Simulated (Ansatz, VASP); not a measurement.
# Ba: VASP beside Ansatz

```
Ba
1.0
     0.00000    5.07175    5.07175
     5.07175    0.00000    5.07175
     5.07175    5.07175    0.00000
Ba
2
Direct
  0.12500 0.12500 0.12500
  0.87500 0.87500 0.87500
```

Alike in both runs: task single point; functional RPBE; k mesh 6 × 6 × 6; occupations fermi-dirac, width 0.1 eV; no spin polarisation.

```csv
,VASP,Ansatz
version,VASP 6.6.1,Ansatz 0.2.0
potentials or method,"VASP PAW PBE potentials, release 64 (Ba_sv), cutoff 520 eV","plane waves (420 eV) with PAW, scalar-relativistic"
valence electrons in the cell,20,20
```

```tsv
	VASP	Ansatz	Ansatz less VASP
pressure (GPa)	0.1	0.1	-0.01
```

VASP's potentials were made for PBE, not for RPBE.

Spin-orbit coupling is off throughout.
